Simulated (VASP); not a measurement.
Runs of VASP 6.6.1 on BPd4. The structure is that of space group P-43m (No. 215), or close to it. The cells are those of the table. 

| task | potentials or basis | cell | k mesh | cutoff (eV) | second run | gap on the mesh (eV) | pressure (GPa) | largest force (eV/Å) |
| --- | --- | --- | --- | --- | --- | --- | --- | --- |
| relaxation of cell and atoms | VASP PAW PBE potentials, release 64 (B, Pd) | relaxed from a = 4.201 Å, 5 atoms | 10 × 10 × 10 | 600 | - | none | 0.0 | - |
| single point | VASP PAW PBE potentials, release 64 (B, Pd) | a = 4.215 Å, 5 atoms | 4 × 4 × 4 | 520 | - | none | -0.2 | 3.58 |
| single point | VASP PAW PBE potentials, release 64 (B, Pd_sv_GW) | a = 4.201 Å, 5 atoms | 4 × 4 × 4 | 540 | valence_matched | none | -2.3 | 0.02 |
| single point | VASP PAW PBE potentials, release 64 (B, Pd) | a = 4.201 Å, 5 atoms | 4 × 4 × 4 | 520 | - | none | (a) | 0.05 |
| single point | VASP PAW PBE potentials, release 64 (B, Pd_sv_GW) | a = 4.203 Å, 5 atoms | 10 × 10 × 10 | 540 | valence_matched | none | -2.3 | 0.02 |

Alike in all rows: level PBE; no spin polarisation; smearing gaussian 0.1 eV.

Q: Fill in the values left out.

A: (a) 0.2.

Caveats: some runs use coarse meshes; forces of over 1 eV/Å act on the atoms, so gaps and moduli don't describe the material at rest (some runs).

A k mesh can miss the band edges, and the runs leave out spin-orbit coupling on Pd.

A gap of «none» marks levels without a gap at the run's occupations.

The runs don't all hold the same shells in valence.
